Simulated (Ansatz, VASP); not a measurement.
**Two plane-wave programs on AlGa5As6**

```
Al Ga As
1.0
     4.05444    0.00000    0.00000
    -2.02722    3.51125    0.00000
     0.00000    0.00000   19.84553
Al Ga As
1 5 6
Direct
  0.00000 0.00000 0.00022
  0.33333 0.66667 0.83341
  0.66667 0.33333 0.66681
  0.00000 0.00000 0.50001
  0.33333 0.66667 0.33323
  0.66667 0.33333 0.16638
  0.00000 0.00000 0.87543
  0.33333 0.66667 0.70850
  0.66667 0.33333 0.54176
  0.00000 0.00000 0.37496
  0.33333 0.66667 0.20820
  0.66667 0.33333 0.04108
```

Alike in both runs: functional PBE; k mesh 6 × 6 × 1; occupations gaussian, width 0.1 eV; no spin polarisation.

Ansatz relaxed the structure, and its values are those at the end. VASP's run is a single point on that final structure, the one shown.

```csv
,VASP,Ansatz
version,VASP 6.6.1,Ansatz 0.2.0
potentials or method,"VASP PAW PBE potentials, release 64 (Al, Ga_d, As), cutoff 520 eV","scalar-relativistic, plane waves, PAW"
valence electrons in the cell,98,158
```

|  | VASP | Ansatz | Ansatz less VASP |
| --- | --- | --- | --- |
| gap on the k mesh at the Fermi level (eV) | 0.37 | 0.37 | -0.003 |
| least direct gap on the mesh (eV) | 0.37 | 0.37 | -0.003 |
| pressure (GPa) | 0.5 | 0.3 | -0.17 |
| rms of the force components (eV/Å) | 0.004 | 0.004 | -0.0002 |

VASP's potentials hold 98 valence electrons a cell and Ansatz's 158, so a difference there can come from the potentials and not from the codes.
